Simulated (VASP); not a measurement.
Runs of VASP 6.6.1 on NaHg2. The structure is that of space group P6/mmm (No. 191), or close to it. The cells are those of the table. 

```tsv
task	cell	cutoff (eV)	gap on the mesh (eV)	pressure (GPa)
relaxation of shape and atoms at fixed volume	relaxed from a = 4.923, b = 4.923, c = 3.072 Å, angles 90.0, 90.0, 120.0°, 3 atoms	600	none	1.4
single point	a = 4.956, b = 4.956, c = 3.092 Å, angles 90.0, 90.0, 120.0°, 3 atoms	520	none	0.4
single point	a = 4.980, b = 4.980, c = 3.124 Å, angles 90.0, 90.0, 120.0°, 3 atoms	520	none	(a)
single point	a = 4.930, b = 4.930, c = 3.062 Å, angles 90.0, 90.0, 120.0°, 3 atoms	520	none	1.4
```

Alike in all rows: level LDA; potentials or basis VASP PAW LDA potentials, release 64 (Na_pv, Hg); no spin polarisation; k mesh 12 × 12 × 14; smearing fermi-dirac 0.15 eV.

Question: Fill in the values left out.

Answer: (a) -0.4.

Caveats: spin-orbit coupling is left out, which moves the levels of the heavy elements.

A k mesh can miss the band edges, and the runs leave out spin-orbit coupling on Hg.

A gap of «none» marks levels without a gap at the run's occupations.
